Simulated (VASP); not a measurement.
Here is a VASP 6.6.1 calculation.

Contents of INCAR:

```
SYSTEM = SiS2
PREC = Accurate
ENCUT = 500
EDIFF = 1E-7
ISMEAR = 0
SIGMA = 0.05
LREAL = .FALSE.
LASPH = .TRUE.
NELM = 120
ALGO = Normal
ISIF = 4
LWAVE = .FALSE.
LCHARG = .FALSE.
GGA = PE
IBRION = 2
NSW = 60
EDIFFG = -0.01
GGA_COMPAT = .FALSE.
NELMIN = 4
```

Contents of KPOINTS:

```
Automatic mesh
0
G
  8 8 8
  0 0 0
```

Contents of POSCAR:

```
SiS2
1.0
   -3.1681410993      5.5705257565      2.8154041579
    3.1681410993     -5.5705257565      2.8154041579
    3.1681410993      5.5705257565     -2.8154041579
Si S
2 4
Direct
    0.7500000000      0.7500000000      0.0000000000
    0.2500000000      0.2500000000      0.0000000000
    0.8961120135      0.8159935942      0.7121056077
    0.1038879865      0.1840064058      0.2878943923
    0.3961120135      0.6840064058      0.0801184193
    0.6038879865      0.3159935942      0.9198815807
```

Potentials or basis: VASP PAW PBE potentials, release 64 (Si, S).

The run is started by

```sh
$ cat potpaw_PBE.64/Si/POTCAR potpaw_PBE.64/S/POTCAR > POTCAR
$ mpirun -np 1 vasp_std > vasp.out
```

(1) Estimate the band gap on the k mesh.

Answers

(1) 3.14 eV (least direct gap 3.47 eV).
